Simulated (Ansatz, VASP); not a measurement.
## Two plane-wave programs on CaS

```
CELL_PARAMETERS angstrom
0.00000 2.81717 2.81717
2.81717 0.00000 2.81717
2.81717 2.81717 0.00000
ATOMIC_POSITIONS crystal
Ca 0.00000 0.00000 0.00000
S 0.50000 0.50000 0.50000
```

Alike in both runs: functional PBEsol; k mesh 14 × 14 × 14; occupations fermi-dirac, width 0.08 eV; no spin polarisation.

Ansatz relaxed the structure, and its values are those at the end. VASP's run is a single point on that final structure, the one shown.

|  | VASP | Ansatz |
| --- | --- | --- |
| version | VASP 6.6.1 | Ansatz 0.2.0 |
| potentials or method | VASP PAW PBE potentials, release 64 (Ca_sv, S) | PAW with Ansatz's default frozen-core files, scalar-relativistic |
| plane-wave cutoff (eV) | 500 | 420 |
| valence electrons in the cell | 16 | 16 |

|  | VASP | Ansatz | Ansatz less VASP |
| --- | --- | --- | --- |
| pressure (GPa) | 0.2 | 0.0 | -0.19 |

VASP's potentials were made for PBE, not for PBEsol.
